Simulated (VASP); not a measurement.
# Y (Fm-3m) in VASP: further runs

Y is run at these levels: PBEsol, PBE; tasks: single point.

All numbers are computed with VASP 6.6.1; they aren't measurements. Logs are shortened: lines on timing, memory, paths and dates and some standing lists are left out, and cuts for length are marked.

### Step 1. The cell of the first run

The structure is cubic, space group Fm-3m (No. 225). The conventional cell has a = 5.104 Å, b = 5.104 Å, c = 5.104 Å, α = 90.00°, β = 90.00°, γ = 90.00°. Y (site symmetry m-3m) has 12 Y at 3.61 Å within 4.7 Å.

This isn't the form of Y at room conditions, which is hcp.

### Step 2. Single point, PBEsol

File INCAR:

```
  ALGO = Normal
  EDIFF = 1E-6
  ENCUT = 520
  GGA = PS
  ISIF = 2
  ISMEAR = -1
  LASPH = T
  LCHARG = F
  LREAL = F
  LWAVE = F
  NBANDS = 12
  NELM = 100
  PREC = Accurate
  SIGMA = 0.03
```

File KPOINTS:

```
k-points
0
Gamma
  12 12 12
```

File POSCAR:

```
Y
1.0
    0.0000000000      2.5519910612      2.5519910612
    2.5519910612      0.0000000000      2.5519910612
    2.5519910612      2.5519910612      0.0000000000
Y
1
Direct
    0.0000000000      0.0000000000      0.0000000000
```

Potentials or basis: VASP PAW PBE potentials, release 64 (Y_sv).

On the command line:

```
$ cat potpaw_PBE.64/Y_sv/POTCAR > POTCAR
$ mpirun -np 1 vasp_std > vasp.out
```

OUTCAR:

```text
EDIFF = 1E-6
   ENCUT = 520
   GGA = PS
   ISIF = 2
   ISMEAR = -1
   LASPH = T
   LREAL = F
   NELM = 100
   PREC = Accurate

 ion  position               nearest neighbor table
   1  0.000  0.000  0.000-

  LATTYP: Found a face centered cubic cell.
 ALAT       =     5.1039821224

  Lattice vectors:

 A1 = (   0.0000000000,   2.5519910612,   2.5519910612)
 A2 = (   2.5519910612,   0.0000000000,   2.5519910612)
 A3 = (   2.5519910612,   2.5519910612,   0.0000000000)

Analysis of symmetry for initial positions (statically):
=====================================================================
 Subroutine PRICEL returns:
 Original cell was already a primitive cell.

 Routine SETGRP: Setting up the symmetry group for a
 face centered cubic supercell.

 Subroutine GETGRP returns: Found 48 space group operations
 (whereof 48 operations were pure point group operations)
 out of a pool of 48 trial point group operations.

The static configuration has the point symmetry O_h .

Analysis of symmetry for dynamics (positions and initial velocities):
=====================================================================
 Subroutine PRICEL returns:
 Original cell was already a primitive cell.

 Routine SETGRP: Setting up the symmetry group for a
 face centered cubic supercell.

 Subroutine GETGRP returns: Found 48 space group operations
 (whereof 48 operations were pure point group operations)
 out of a pool of 48 trial point group operations.

The dynamic configuration has the point symmetry O_h .

 Subroutine INISYM returns: Found 48 space group operations
 (whereof 48 operations are pure point group operations),
 and found     1 'primitive' translations

----------------------------------------------------------------------------------------

                                     Primitive cell

  volume of cell :      33.2405

  direct lattice vectors                    reciprocal lattice vectors
     0.000000000  2.551991061  2.551991061    -0.195925451  0.195925451  0.195925451
     2.551991061  0.000000000  2.551991061     0.195925451 -0.195925451  0.195925451
     2.551991061  2.551991061  0.000000000     0.195925451  0.195925451 -0.195925451

  length of vectors
     3.609060370  3.609060370  3.609060370     0.339352836  0.339352836  0.339352836

  position of ions in fractional coordinates (direct lattice)
     0.000000000  0.000000000  0.000000000

  ion indices of the primitive-cell ions
   primitive index   ion index
                 1           1
[... 71 lines left out ...]
   NELM   =    100;   NELMIN=  2; NELMDL= -5     # of ELM steps
   EDIFF  = 0.1E-05   stopping-criterion for ELM
   LREAL  =      F    real-space projection
[... 7 lines left out ...]
   TEBEG  =    0.0;   TEEND  =   0.0 temperature during run
   PSTRESS=    0.0 pullay stress
   NELECT =      11.0000    total number of electrons
   NUPDOWN=      -1.0000    fix difference up-down
   EMIN   =  10.00;   EMAX   =-10.00  energy-range for DOS
   EFERMI =   0.00;   METHOD = LEGACY
   ISMEAR =    -1;   SIGMA  =   0.03  broadening in eV -4-tet -1-fermi 0-gaus
   EFERMI_NEDOS =   21; number of points for ismear=-14 and -15
   IALGO  =     38    algorithm
   IMIX   =      4    mixing-type and parameters
     AMIX     =   0.40;   BMIX     =  1.00
     AMIX_MAG =   1.60;   BMIX_MAG =  1.00
  volume/ion in A,a.u.               =      33.24       224.32
  Fermi-wavevector in a.u.,A,eV,Ry     =   1.132357  2.139844 17.445821  1.282232
  Thomas-Fermi vector in A             =   2.269058
   LORBIT       =      0    0 simple, 1 ext, 2 COOP (PROOUT), +10 PAW based schemes
   GGA     = PS    functional components
   LHFCALC =     F    Hartree Fock is set to
   AEXX    =    0.0000 exact exchange contribution
   IVDW    =     0    specifies the selected vdW correction
   LEPSILON=     F    determine dielectric tensor
   LRPA    =     F    only Hartree local field effects (RPA)
 non-spin polarized calculation
  energy-cutoff  :      520.00
  volume of cell :       33.24
 maximum number of plane-waves:       934
   NGX = 13   NGY = 13   NGZ = 13

 number of electron      11.0000001 magnetization

 Free energy of the ion-electron system (eV)
  ---------------------------------------------------
  ext. energy  EPLUGINS =         0.00000000
  ---------------------------------------------------
  free energy    TOTEN  =        -6.77880887 eV

  energy without entropy =       -6.77362203  energy(sigma->0) =       -6.77621545

 E-fermi :   2.8757     XC(G=0):  -9.4842

 val. band max:        2.8448182830   @ k =  -0.2500   0.4167   0.1667
 cond. band min:       2.8861618193   @ k =  -0.3333   0.2500   0.0000
 fundamental gap:      0.0413435364
 Fermi energy:         2.8756618924

 k-point     1 :       0.0000    0.0000    0.0000
  band No.  band energies     occupation
      1     -39.7615      2.00000
      2     -19.4913      2.00000
      3     -19.4913      2.00000
      4     -19.4913      2.00000
      5      -1.8573      2.00000
      6       4.6346      0.00000
      7       4.6346      0.00000
      8       4.6346      0.00000
      9       6.5930      0.00000
     10       6.5930      0.00000
     11      11.8083      0.00000
     12      14.9817      0.00000
[... 331 lines left out ...]
 k-point    24 :      -0.4167    0.1667    0.0000
  band No.  band energies     occupation
      1     -39.6956      2.00000
      2     -19.9754      2.00000
      3     -19.6596      2.00000
      4     -19.5814      2.00000
      5       1.4755      2.00000
      6       2.9824      0.05548
      7       3.9512      0.00000
      8       4.9702      0.00000
      9       7.6348      0.00000
     10       8.5810      0.00000
     11      10.0885      0.00000
     12      12.9755      0.00000

 [... further k-points ...]

------------------------ aborting loop because EDIFF is reached ----------------------------------------

  FORCE on cell =-STRESS in cart. coord.  units (eV):
  Direction    XX          YY          ZZ          XY          YZ          ZX
  --------------------------------------------------------------------------------------
  -------------------------------------------------------------------------------------
  Total       -0.6052884     -0.6052884     -0.6052884      0.0000000      0.0000000      0.0000000
  in kB      -29.1746400    -29.1746400    -29.1746400      0.0000000      0.0000000      0.0000000
  external PRESSURE =     -29.1746400 kB  Pullay stress =       0.0000000 kB

 VOLUME and BASIS-vectors are now :
 -----------------------------------------------------------------------------
  energy-cutoff  :      520.00
  volume of cell :       33.24
      direct lattice vectors                 reciprocal lattice vectors
     0.000000000  2.551991061  2.551991061    -0.195925451  0.195925451  0.195925451
     2.551991061  0.000000000  2.551991061     0.195925451 -0.195925451  0.195925451
     2.551991061  2.551991061  0.000000000     0.195925451  0.195925451 -0.195925451

 POSITION                                       TOTAL-FORCE (eV/Angst)
 -----------------------------------------------------------------------------------
      0.00000      0.00000      0.00000        -0.000000     -0.000000     -0.000000
 -----------------------------------------------------------------------------------
    total drift:                                0.000000     -0.000000     -0.000000

  FREE ENERGIE OF THE ION-ELECTRON SYSTEM (eV)
  ---------------------------------------------------
  free  energy   TOTEN  =        -6.7788088743 eV

  energy  without entropy=       -6.7736220326  energy(sigma->0) =       -6.77621545
```

OSZICAR:

```text
N       E                     dE             d eps       ncg     rms          rms(c)
DAV:   1     0.239955854713E+02    0.23996E+02   -0.55398E+03  1744   0.836E+02
DAV:   2    -0.566578014336E+01   -0.29661E+02   -0.28894E+02  2092   0.162E+02
DAV:   3    -0.697989315909E+01   -0.13141E+01   -0.12889E+01  2448   0.217E+01
DAV:   4    -0.701140032692E+01   -0.31507E-01   -0.31484E-01  2020   0.331E+00
DAV:   5    -0.701202419832E+01   -0.62387E-03   -0.62382E-03  2280   0.365E-01    0.222E+01
DAV:   6    -0.682041141457E+01    0.19161E+00   -0.21624E-01  1856   0.303E+00    0.134E+01
DAV:   7    -0.678230497117E+01    0.38106E-01   -0.29496E-01  2028   0.351E+00    0.125E+00
DAV:   8    -0.677899956873E+01    0.33054E-02   -0.35561E-02  2028   0.145E+00    0.387E-01
DAV:   9    -0.677886266105E+01    0.13691E-03   -0.67615E-04  2096   0.210E-01    0.126E-01
DAV:  10    -0.677880952504E+01    0.53136E-04   -0.21052E-04  1944   0.121E-01    0.349E-02
DAV:  11    -0.677880953942E+01   -0.14374E-07   -0.18060E-05  1996   0.342E-02    0.154E-02
DAV:  12    -0.677880887428E+01    0.66514E-06   -0.11744E-06  1744   0.919E-03
   1 F= -.67788089E+01 E0= -.67762155E+01  d E =-.518684E-02
```

stdout:

```text
POSCAR found type information on POSCAR Y
 POSCAR found :  1 types and       1 ions
 scaLAPACK will be used
 -----------------------------------------------------------------------------
|                                                                             |
|                                                                             |
|     You enforced a specific xc type in the INCAR file but a different       |
|     I HOPE YOU KNOW WHAT YOU ARE DOING!                                     |
|                                                                             |
 -----------------------------------------------------------------------------

 LDA part: xc-table for (Slater+PW92), standard interpolation
 POSCAR, INCAR and KPOINTS ok, starting setup
 FFT: planning ... GRIDC
 FFT: planning ... GRID_SOFT
 FFT: planning ... GRID
 WAVECAR not read
 entering main loop
```

It took 36 s on 1 thread of Intel Xeon 8259CL, shared host; peak memory 0.19 GiB.

Results:

```yaml
Free_energy: -6.7788 eV
Pressure: -2.9 GPa
Band_gap_on_the_k_mesh: zero (an odd number of electrons rules out a gap without spin polarisation)
```

Levels at points of the mesh, in eV from the Fermi level:
| k point | band 2 | band 3 | band 4 | band 5 | band 6 | band 7 | band 8 | band 9 |
| --- | --- | --- | --- | --- | --- | --- | --- | --- |
| (0.00, 0.00, 0.00) | -22.37 | -22.37 | -22.37 | -4.73 | 1.76 | 1.76 | 1.76 | 3.72 |
| (0.50, 0.00, 0.00) | -22.90 | -22.44 | -22.44 | -1.96 | 0.58 | 1.60 | 1.60 | 5.14 |
| (0.50, 0.50, 0.00) | -22.87 | -22.56 | -22.56 | -1.70 | -0.83 | 2.00 | 5.15 | 5.55 |

Caveat: the PAW data sets were made with another functional, which shifts forces and pressure a little.

[end of part 1 of 2]
